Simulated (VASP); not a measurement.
# Sc (I4/mmm) in VASP: a series of runs

Runs on Sc. Level: PBE. Tasks: single point.

Program: VASP 6.6.1. These are calculated values, not measurements. Logs are shortened: lines on timing, memory, paths and dates and some standing lists are left out, and cuts for length are marked.

**1. The cell of the first run**

The structure is tetragonal, space group I4/mmm (No. 139). Conventional cell: a = 3.733 Å, b = 3.733 Å, c = 4.729 Å, α = 90.00°, β = 90.00°, γ = 90.00°. Within 4.8 Å of Sc (site symmetry 4/mmm) lie 14 Sc at 3.54 to 4.73 Å.

**2. Single point, PBE**

File INCAR:

```
SYSTEM = Sc
ALGO = Normal
EDIFF = 1E-6
ENCUT = 500
GGA = PE
GGA_COMPAT = .False.
ISIF = 2
ISMEAR = -1
LASPH = .True.
LCHARG = .False.
LREAL = .False.
LWAVE = .False.
NBANDS = 12
NELM = 120
PREC = Accurate
SIGMA = 0.1
```

File KPOINTS:

```
k-points
0
Gamma
  9 9 9
  0 0 0
```

File POSCAR:

```
Sc
1.0
   -1.8663888818      1.8663888818      2.3645230085
    1.8663888818     -1.8663888818      2.3645230085
    1.8663888818      1.8663888818     -2.3645230085
Sc
1
Direct
    0.0000000000      0.0000000000      0.0000000000
```

Potentials or basis: VASP PAW PBE potentials, release 64 (Sc_sv).

The run is started by

```bash
cat potpaw_PBE.64/Sc_sv/POTCAR > POTCAR
mpirun -np 1 vasp_std > vasp.out
```

OUTCAR:

```text
SYSTEM = Sc
   EDIFF = 1E-6
   ENCUT = 500
   GGA = PE
   ISIF = 2
   ISMEAR = -1
   LASPH = .True.
   LREAL = .False.
   NELM = 120
   PREC = Accurate

 ion  position               nearest neighbor table
   1  0.000  0.000  0.000-

  LATTYP: Found a body centered tetragonal cell.
 ALAT       =     3.7327777636
 C/A-ratio  =     1.2668972857

  Lattice vectors:

 A1 = (  -1.8663888818,   1.8663888818,   2.3645230085)
 A2 = (   1.8663888818,  -1.8663888818,   2.3645230085)
 A3 = (   1.8663888818,   1.8663888818,  -2.3645230085)

Analysis of symmetry for initial positions (statically):
=====================================================================
 Subroutine PRICEL returns:
 Original cell was already a primitive cell.

 Routine SETGRP: Setting up the symmetry group for a
 body centered tetragonal supercell.

 Subroutine GETGRP returns: Found 16 space group operations
 (whereof 16 operations were pure point group operations)
 out of a pool of 16 trial point group operations.

The static configuration has the point symmetry D_4h.

Analysis of symmetry for dynamics (positions and initial velocities):
=====================================================================
 Subroutine PRICEL returns:
 Original cell was already a primitive cell.

 Routine SETGRP: Setting up the symmetry group for a
 body centered tetragonal supercell.

 Subroutine GETGRP returns: Found 16 space group operations
 (whereof 16 operations were pure point group operations)
 out of a pool of 16 trial point group operations.

The dynamic configuration has the point symmetry D_4h.

 Subroutine INISYM returns: Found 16 space group operations
 (whereof 16 operations are pure point group operations),
 and found     1 'primitive' translations

----------------------------------------------------------------------------------------

                                     Primitive cell

  volume of cell :      32.9464

  direct lattice vectors                    reciprocal lattice vectors
    -1.866388882  1.866388882  2.364523008     0.000000000  0.267897010  0.211459139
     1.866388882 -1.866388882  2.364523008     0.267897010  0.000000000  0.211459139
     1.866388882  1.866388882 -2.364523008     0.267897010  0.267897010  0.000000000

  length of vectors
     3.543696372  3.543696372  3.543696372     0.341297195  0.341297195  0.378863584

  position of ions in fractional coordinates (direct lattice)
     0.000000000  0.000000000  0.000000000

  ion indices of the primitive-cell ions
   primitive index   ion index
                 1           1

----------------------------------------------------------------------------------------

 KPOINTS: k-points

Automatic generation of k-mesh.
 Grid dimensions read from file:
 generate k-points for:    9    9    9

 Generating k-lattice:

  Cartesian coordinates                     Fractional coordinates (reciprocal lattice)
     0.000000000  0.029766334  0.023495460     0.111111111 -0.000000000  0.000000000
     0.029766334  0.000000000  0.023495460    -0.000000000  0.111111111  0.000000000
     0.029766334  0.029766334  0.000000000     0.000000000  0.000000000  0.111111111

  Length of vectors
     0.037921911  0.037921911  0.042095954

  Shift w.r.t. Gamma in fractional coordinates (k-lattice)
     0.000000000  0.000000000  0.000000000

 Subroutine IBZKPT returns following result:
 ===========================================

 Found     75 irreducible k-points:

 Following reciprocal coordinates:
            Coordinates               Weight
  0.000000  0.000000  0.000000      1.000000
  0.111111  0.000000  0.000000      8.000000
  0.222222  0.000000 -0.000000      8.000000
  0.333333 -0.000000  0.000000      8.000000
  0.444444  0.000000 -0.000000      8.000000
  0.111111  0.111111 -0.000000      8.000000
[... 16 lines left out ...]
 -0.333333  0.333333  0.000000      4.000000
  0.444444  0.444444 -0.000000      8.000000
 [... further k-points ...]
   k-points           NKPTS =     75   k-points in BZ     NKDIM =     75   number of bands    NBANDS=     12
   number of dos      NEDOS =    301   number of ions     NIONS =      1
   total plane-waves  NPLWV =  21952
   dimension x,y,z NGX =    28 NGY =   28 NGZ =   28
   dimension x,y,z NGXF=    56 NGYF=   56 NGZF=   56
   ions per type =               1
   NGX,Y,Z   is equivalent  to a cutoff of  13.14, 13.14, 13.14 a.u.
   NGXF,Y,Z  is equivalent  to a cutoff of  26.27, 26.27, 26.27 a.u.
 SYSTEM =  Sc
   PREC   = accura    normal or accurate (medium, high low for compatibility)
   ISTART =      0    job   : 0-new  1-cont  2-samecut
   ICHARG =      2    charge: 1-file 2-atom 10-const
   ISPIN  =      1    spin polarized calculation?
   LNONCOLLINEAR =      F non collinear calculations
   LSORBIT =      F    spin-orbit coupling
   LASPH  =      T    aspherical Exc in radial PAW
   ENCUT  =  500.0 eV  36.75 Ry    6.06 a.u.   6.46  6.46  6.46*2*pi/ulx,y,z
   NELM   =    120;   NELMIN=  2; NELMDL= -5     # of ELM steps
   EDIFF  = 0.1E-05   stopping-criterion for ELM
   LREAL  =      F    real-space projection
   EDIFFG = 0.1E-04   stopping-criterion for IOM
   NSW    =      0    number of steps for IOM
   IBRION =     -1    ionic relax: 0-MD 1-quasi-New 2-CG
   NFREE  =      0    steps in history (QN), initial steepest desc. (CG)
   ISIF   =      2    stress and relaxation
   ISYM   =      2    0-nonsym 1-usesym 2-fastsym
   POTIM  = 0.5000    time-step for ionic-motion
   TEBEG  =    0.0;   TEEND  =   0.0 temperature during run
   PSTRESS=    0.0 pullay stress
   NELECT =      11.0000    total number of electrons
   NUPDOWN=      -1.0000    fix difference up-down
   EMIN   =  10.00;   EMAX   =-10.00  energy-range for DOS
   EFERMI =   0.00;   METHOD = LEGACY
   ISMEAR =    -1;   SIGMA  =   0.10  broadening in eV -4-tet -1-fermi 0-gaus
   EFERMI_NEDOS =   21; number of points for ismear=-14 and -15
   IALGO  =     38    algorithm
   IMIX   =      4    mixing-type and parameters
     AMIX     =   0.40;   BMIX     =  1.00
     AMIX_MAG =   1.60;   BMIX_MAG =  1.00
  volume/ion in A,a.u.               =      32.95       222.33
  Fermi-wavevector in a.u.,A,eV,Ry     =   1.135716  2.146192 17.549490  1.289851
  Thomas-Fermi vector in A             =   2.272421
   LORBIT       =      0    0 simple, 1 ext, 2 COOP (PROOUT), +10 PAW based schemes
   GGA     = PE    functional components
   LHFCALC =     F    Hartree Fock is set to
   AEXX    =    0.0000 exact exchange contribution
   IVDW    =     0    specifies the selected vdW correction
   LEPSILON=     F    determine dielectric tensor
   LRPA    =     F    only Hartree local field effects (RPA)
 non-spin polarized calculation
  energy-cutoff  :      500.00
  volume of cell :       32.95
 maximum number of plane-waves:       861
 NGX is ok and might be reduce to    28
   NGX = 13   NGY = 13   NGZ = 13

 number of electron      10.9999997 magnetization

 Free energy of the ion-electron system (eV)
  ---------------------------------------------------
  ext. energy  EPLUGINS =         0.00000000
  ---------------------------------------------------
  free energy    TOTEN  =        -5.93974660 eV

  energy without entropy =       -5.85347605  energy(sigma->0) =       -5.89661132

 E-fermi :   2.2162     XC(G=0):  -8.7811

 val. band max:        2.2083556308   @ k =  -0.4444  -0.4444   0.1111
 cond. band min:       2.2267636928   @ k =  -0.4444   0.2222   0.0000
 fundamental gap:      0.0184080619
 Fermi energy:         2.2162330847

 k-point     1 :       0.0000    0.0000    0.0000
  band No.  band energies     occupation
      1     -48.0079      2.00000
      2     -26.5213      2.00000
      3     -26.5159      2.00000
      4     -26.5159      2.00000
      5      -2.3554      2.00000
      6       3.2479      0.00007
      7       3.2479      0.00007
      8       3.6947      0.00000
      9       4.0020      0.00000
     10       4.4778      0.00000
     11      13.3556      0.00000
     12      15.2146      0.00000

 k-point     2 :       0.1111    0.0000    0.0000
  band No.  band energies     occupation
      1     -48.0061      2.00000
      2     -26.5352      2.00000
      3     -26.5195      2.00000
      4     -26.5195      2.00000
      5      -2.1117      2.00000
      6       3.1790      0.00013
      7       3.3089      0.00004
      8       3.6892      0.00000
      9       3.9940      0.00000
     10       4.4192      0.00000
     11      13.0407      0.00000
     12      14.0265      0.00000

 k-point     3 :       0.2222    0.0000   -0.0000
  band No.  band energies     occupation
      1     -48.0013      2.00000
      2     -26.5763      2.00000
      3     -26.5286      2.00000
      4     -26.5223      2.00000
      5      -1.4158      2.00000
      6       2.8916      0.00233
      7       3.3175      0.00003
      8       3.7444      0.00000
      9       4.1581      0.00000
     10       4.3654      0.00000
     11      10.7822      0.00000
     12      13.5633      0.00000
[... 286 lines left out ...]
 k-point    23 :      -0.3333    0.3333    0.0000
  band No.  band energies     occupation
      1     -47.9937      2.00000
      2     -26.6142      2.00000
      3     -26.5640      2.00000
      4     -26.5366      2.00000
      5      -0.0006      2.00000
      6       2.2451      0.85688
      7       2.9732      0.00103
      8       4.4347      0.00000
      9       4.4776      0.00000
     10       4.6903      0.00000
     11      10.1490      0.00000
     12      10.9617      0.00000

 k-point    24 :       0.4444    0.4444   -0.0000
  band No.  band energies     occupation
      1     -47.9888      2.00000
      2     -26.6410      2.00000
      3     -26.5814      2.00000
      4     -26.5469      2.00000
      5       1.2067      1.99992
      6       2.0012      1.79135
      7       2.8514      0.00348
      8       4.6770      0.00000
      9       4.8898      0.00000
     10       5.3794      0.00000
     11       7.6397      0.00000
     12       8.9861      0.00000

 [... further k-points ...]
[... 5 lines left out ...]
  --------------------------------------------------------------------------------------
  -------------------------------------------------------------------------------------
  Total       -1.9606900     -1.9606900     -1.6779591      0.0000000     -0.0000000      0.0000000
  in kB      -95.3480244    -95.3480244    -81.5988670      0.0000000     -0.0000000      0.0000000
  external PRESSURE =     -90.7649719 kB  Pullay stress =       0.0000000 kB

 VOLUME and BASIS-vectors are now :
 -----------------------------------------------------------------------------
  energy-cutoff  :      500.00
  volume of cell :       32.95
      direct lattice vectors                 reciprocal lattice vectors
    -1.866388882  1.866388882  2.364523008     0.000000000  0.267897010  0.211459139
     1.866388882 -1.866388882  2.364523008     0.267897010  0.000000000  0.211459139
     1.866388882  1.866388882 -2.364523008     0.267897010  0.267897010  0.000000000

 POSITION                                       TOTAL-FORCE (eV/Angst)
 -----------------------------------------------------------------------------------
      0.00000      0.00000      0.00000        -0.000000      0.000000      0.000000
 -----------------------------------------------------------------------------------
    total drift:                               -0.000000     -0.000000     -0.000000

  FREE ENERGIE OF THE ION-ELECTRON SYSTEM (eV)
  ---------------------------------------------------
  free  energy   TOTEN  =        -5.9397465953 eV

  energy  without entropy=       -5.8534760452  energy(sigma->0) =       -5.89661132
```

Run time: 21 s. Hardware: 1 thread of Intel Xeon Platinum 8375C at 2.90GHz (Ice Lake), shared host; peak memory 0.17 GiB.

Results:

* Free energy: -5.9397 eV
* Pressure: -9.1 GPa
* Band gap on the k mesh: zero (an odd number of electrons rules out a gap without spin polarisation)

Caveat: the cell stands under tension.

**3. Single point, PBE**

This run uses another cell than the first one, of 33.62 Å³/atom.

File INCAR:

```
SYSTEM = Sc
ALGO = Normal
EDIFF = 1E-6
ENCUT = 500
GGA = PE
GGA_COMPAT = .FALSE.
ISIF = 2
ISMEAR = -1
LASPH = .TRUE.
LCHARG = .TRUE.
LELF = .TRUE.
LREAL = .FALSE.
LVHAR = .TRUE.
LWAVE = .FALSE.
NBANDS = 12
NELM = 120
PREC = Accurate
SIGMA = 0.1
```

File KPOINTS:

```
k-points
0
G
  9 9 9
  0 0 0
```

File POSCAR:

```
Sc
1.0
   -1.8790000000      1.8790000000      2.3805000000
    1.8790000000     -1.8790000000      2.3805000000
    1.8790000000      1.8790000000     -2.3805000000
Sc
1
Direct
    0.0000000000      0.0000000000      0.0000000000
```

Potentials or basis: VASP PAW PBE potentials, release 64 (Sc_sv).

The run is started by

```bash
cat potpaw_PBE.64/Sc_sv/POTCAR > POTCAR
mpirun -np 1 vasp_std > vasp.out
```

Wall time 22 s (1 thread of Intel Xeon Platinum 8375C at 2.90GHz (Ice Lake), shared host); peak memory 0.17 GiB.

It converged, with:

```
Free energy            : -5.9012 eV
Pressure               : -9.4 GPa
Band gap on the k mesh : zero (an odd number of electrons rules out a gap without spin polarisation)
```

Stress tensor (GPa, compression positive):
```
-9.82  0.00  0.00
 0.00 -9.82  0.00
 0.00  0.00 -8.48
```

Levels at points of the mesh, in eV from the Fermi level:
```tsv
k point	band 3	band 4	band 5	band 6	band 7	band 8
(0.00, 0.00, 0.00)	-28.78	-28.78	-4.53	1.01	1.01	1.44
```

Caveat: the cell stands under tension.

**4. Single point, PBE**

This run uses another cell than the first one, of 34.29 Å³/atom.

File INCAR:

```
ALGO = Normal ; EDIFF = 1E-6
ENCUT = 500 ; GGA = PE
GGA_COMPAT = F ; ISIF = 2
ISMEAR = -1 ; LASPH = T
LCHARG = F ; LREAL = F
LWAVE = F ; NBANDS = 12
NELM = 120 ; PREC = Accurate
SIGMA = 0.1
```

File KPOINTS:

```
k-points
0
Gamma
  9 9 9
```

File POSCAR:

```
Sc
1.0
   -1.8914440713      1.8914440713      2.3962653601
    1.8914440713     -1.8914440713      2.3962653601
    1.8914440713      1.8914440713     -2.3962653601
Sc
1
Direct
    0.0000000000      0.0000000000      0.0000000000
```

The run is started by

```bash
cat potpaw_PBE.64/Sc_sv/POTCAR > POTCAR
mpirun -np 1 vasp_std > vasp.out
```

Run time: 21 s. Hardware: 1 thread of Intel Xeon Platinum 8375C at 2.90GHz (Ice Lake), shared host; peak memory 0.17 GiB.

Results (log left out):

```yaml
Free_energy: -5.8616 eV
Pressure: -9.6 GPa
Band_gap_on_the_k_mesh: zero (an odd number of electrons rules out a gap without spin polarisation)
```

Stress tensor (GPa, compression positive):
```
-10.06   0.00   0.00
  0.00 -10.06   0.00
  0.00   0.00  -8.76
```

Levels at points of the mesh, in eV from the Fermi level:
| k point | band 3 | band 4 | band 5 | band 6 | band 7 | band 8 |
| --- | --- | --- | --- | --- | --- | --- |
| (0.00, 0.00, 0.00) | -28.84 | -28.84 | -4.48 | 0.98 | 0.98 | 1.41 |

Caveat: the cell stands under tension.

**5. The runs side by side**

```tsv
cell	gap on the mesh (eV)	pressure (GPa)
a = 3.544 Å, angles 116.4, 116.4, 96.3°, 1 atom	none	-9.1
a = 3.568 Å, angles 116.4, 116.4, 96.3°, 1 atom	none	-9.4
a = 3.591 Å, angles 116.4, 116.4, 96.3°, 1 atom	none	-9.6
```

Alike in all rows: task single point; level PBE; potentials or basis VASP PAW PBE potentials, release 64 (Sc_sv); no spin polarisation; k mesh 9 × 9 × 9; cutoff (eV) 500; smearing fermi-dirac 0.1 eV.

Caveats: the cell stands under tension.

Absolute energies hang on the potentials; compare differences alone.
